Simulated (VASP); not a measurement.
# Hf (Im-3m) in VASP: further runs, part 2 of 2

VASP 6.6.1.

### 3 Single point, PBE (volume scaled by 1.08)

Input file INCAR:

```
PREC = Accurate
ENCUT = 520
EDIFF = 1E-7
ISMEAR = -1
SIGMA = 0.1
LREAL = False
LASPH = True
NELM = 100
ALGO = Normal
ISIF = 2
LWAVE = False
LCHARG = True
GGA = PE
LELF = True
LVHAR = True
NBANDS = 11
```

Input file KPOINTS:

```
Automatic mesh
0
Gamma
  14 14 14
```

Input file POSCAR:

```
Hf
1.0
   -1.8200379224      1.8200379224      1.8200379224
    1.8200379224     -1.8200379224      1.8200379224
    1.8200379224      1.8200379224     -1.8200379224
Hf
1
Direct
    0.0000000000      0.0000000000      0.0000000000
```

Potentials or basis: VASP PAW PBE potentials, release 64 (Hf_pv).

On the command line:

```sh
$ cat potpaw_PBE.64/Hf_pv/POTCAR > POTCAR
$ mpirun -np 1 vasp_std > vasp.out
```

OUTCAR:

```text
PREC = Accurate
   ENCUT = 520
   EDIFF = 1E-7
   ISMEAR = -1
   LREAL = False
   LASPH = True
   NELM = 100
   ISIF = 2
   GGA = PE

 ion  position               nearest neighbor table
   1  0.000  0.000  0.000-

  LATTYP: Found a body centered cubic cell.
 ALAT       =     3.6400758448

  Lattice vectors:

 A1 = (  -1.8200379224,   1.8200379224,   1.8200379224)
 A2 = (   1.8200379224,  -1.8200379224,   1.8200379224)
[... 505 lines left out ...]
  band No.  band energies     occupation
      1     -26.5290      2.00000
      2     -26.4324      2.00000
      3     -26.1239      2.00000
      4       2.5283      2.00000
      5       3.5078      1.99397
      6       3.7084      1.95604
      7       8.2170      0.00000
      8       8.6649      0.00000
      9      10.8654      0.00000
     10      13.2367      0.00000
     11      14.5828      0.00000

 [... further k-points ...]
[... 5 lines left out ...]
  --------------------------------------------------------------------------------------
  -------------------------------------------------------------------------------------
  Total       -1.0552242     -1.0552242     -1.0552242      0.0000000      0.0000000     -0.0000000
  in kB      -70.1058110    -70.1058110    -70.1058110      0.0000000      0.0000000     -0.0000000
  external PRESSURE =     -70.1058110 kB  Pullay stress =       0.0000000 kB

 VOLUME and BASIS-vectors are now :
 -----------------------------------------------------------------------------
  energy-cutoff  :      520.00
  volume of cell :       24.12
      direct lattice vectors                 reciprocal lattice vectors
    -1.820037922  1.820037922  1.820037922     0.000000000  0.274719551  0.274719551
     1.820037922 -1.820037922  1.820037922     0.274719551  0.000000000  0.274719551
     1.820037922  1.820037922 -1.820037922     0.274719551  0.274719551  0.000000000

 POSITION                                       TOTAL-FORCE (eV/Angst)
 -----------------------------------------------------------------------------------
      0.00000      0.00000      0.00000         0.000000      0.000000      0.000000
 -----------------------------------------------------------------------------------
    total drift:                                0.000000      0.000000      0.000000

  FREE ENERGIE OF THE ION-ELECTRON SYSTEM (eV)
  ---------------------------------------------------
  free  energy   TOTEN  =        -9.7329397316 eV

  energy  without entropy=       -9.6613745483  energy(sigma->0) =       -9.69715714
```

OSZICAR:

```text
N       E                     dE             d eps       ncg     rms          rms(c)
DAV:   1     0.128461624283E+02    0.12846E+02   -0.57706E+03  2296   0.835E+02
DAV:   2    -0.963999384682E+01   -0.22486E+02   -0.21796E+02  2889   0.153E+02
DAV:   3    -0.101285349605E+02   -0.48854E+00   -0.48183E+00  2917   0.151E+01
DAV:   4    -0.101305035362E+02   -0.19686E-02   -0.19682E-02  2587   0.113E+00
DAV:   5    -0.101305162378E+02   -0.12702E-04   -0.12702E-04  2923   0.800E-02    0.437E+01
DAV:   6    -0.982990998696E+01    0.30061E+00   -0.26209E-01  2492   0.372E+00    0.251E+01
DAV:   7    -0.973735258026E+01    0.92557E-01   -0.34265E-01  2591   0.411E+00    0.110E+00
DAV:   8    -0.973296198564E+01    0.43906E-02   -0.22764E-02  2534   0.111E+00    0.174E-01
DAV:   9    -0.973293396406E+01    0.28022E-04   -0.40623E-04  2824   0.170E-01    0.551E-02
DAV:  10    -0.973294046094E+01   -0.64969E-05   -0.39598E-05  2694   0.472E-02    0.303E-02
DAV:  11    -0.973293977969E+01    0.68125E-06   -0.49075E-06  2746   0.163E-02    0.160E-03
DAV:  12    -0.973293973161E+01    0.48080E-07   -0.72056E-08  1902   0.252E-03
   1 F= -.97329397E+01 E0= -.96971571E+01  d E =-.715652E-01
```

stdout:

```text
POSCAR found type information on POSCAR Hf
 POSCAR found :  1 types and       1 ions
 scaLAPACK will be used
 LDA part: xc-table for (Slater+PW92), standard interpolation
 POSCAR, INCAR and KPOINTS ok, starting setup
 FFT: planning ... GRIDC
 FFT: planning ... GRID_SOFT
 FFT: planning ... GRID
 WAVECAR not read
 entering main loop
```

Run time: 12 s. Hardware: 1 thread of AMD EPYC 9R45 (Zen 5), shared host; peak memory 0.13 GiB.

Results:

```yaml
Free_energy: -9.7329 eV
Pressure: -7.0 GPa
Band_gap_on_the_k_mesh: zero (band 5 reaches 5.55 eV, above the bottom of band 6 at 3.37 eV)
```

Levels at points of the mesh, in eV from the Fermi level:
```csv
k point,band 1,band 2,band 3,band 4,band 5,band 6,band 7,band 8,band 9,band 10
"(0.00, 0.00, 0.00)",-30.13,-30.13,-30.13,-6.79,1.46,1.46,1.46,4.03,4.03,12.92
"(0.50, 0.00, 0.00)",-30.76,-30.34,-30.13,-3.16,-0.38,0.81,3.82,4.75,6.95,9.18
"(0.50, 0.50, 0.50)",-30.58,-30.58,-30.58,-2.27,-2.27,6.22,6.22,6.22,6.65,6.65
```

Caveat: spin-orbit coupling is left out, which moves the levels of the heavy elements.
